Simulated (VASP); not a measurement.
# TiO2: single point with LDA

TiO2:

```xyz
6
Lattice="-1.8535 1.8535 4.6602 1.8535 -1.8535 4.6602 1.8535 1.8535 -4.6602" Properties=species:S:1:pos:R:3 pbc="T T T"
Ti    0.0000    1.8535    2.3301
Ti    0.0000    0.0000    0.0000
O     0.0000    0.0000    7.3808
O     0.0000    1.8535    0.3905
O     0.0000    1.8535    4.2697
O     0.0000    0.0000    1.9396
```

```
Program             : VASP 6.6.1
Task                : single point
Functional          : LDA
Potentials or basis : VASP PAW LDA potentials, release 64 (Ti_sv, O)
Cutoff              : 520 eV
k mesh              : 10 × 10 × 10
Occupations         : fermi-dirac, width 0.05 eV
Spin                : no spin polarisation
```

| Quantity | Value |
| --- | --- |
| Pressure | 9.5 GPa |
| Largest force | 0.309 eV/Å |
| Band gap on the k mesh | 2.13 eV (least direct gap 2.46 eV) |

Forces on the atoms (eV/Å):
```
Ti   0.000  0.000  0.000
Ti   0.000  0.000  0.000
O    0.000  0.000 -0.309
O    0.000  0.000 -0.309
O    0.000  0.000  0.309
O    0.000  0.000  0.309
```

Stress tensor (GPa, compression positive):
```
 8.86  0.00  0.00
 0.00  8.86  0.00
 0.00  0.00 10.73
```

Levels at points of the mesh, in eV from the valence-band top:
| k point | band 22 | band 23 | band 24 | band 25 | band 26 | band 27 |
| --- | --- | --- | --- | --- | --- | --- |
| (0.00, 0.00, 0.00) | -0.70 | -0.53 | -0.53 | 2.13 | 3.00 | 4.28 |
| (0.50, 0.00, 0.00) | -1.08 | -0.74 | -0.63 | 3.42 | 3.79 | 3.82 |
| (0.50, 0.50, 0.00) | -2.22 | -0.03 | -0.03 | 3.57 | 3.57 | 4.12 |
| (0.50, 0.50, 0.50) | -1.27 | -0.08 | -0.08 | 2.55 | 2.55 | 4.04 |

It took 10 min on 1 thread of Intel Xeon 8259CL, on a shared host, peak memory 0.31 GiB.

Caveat: the cell stands under pressure. A k mesh can miss the band edges.
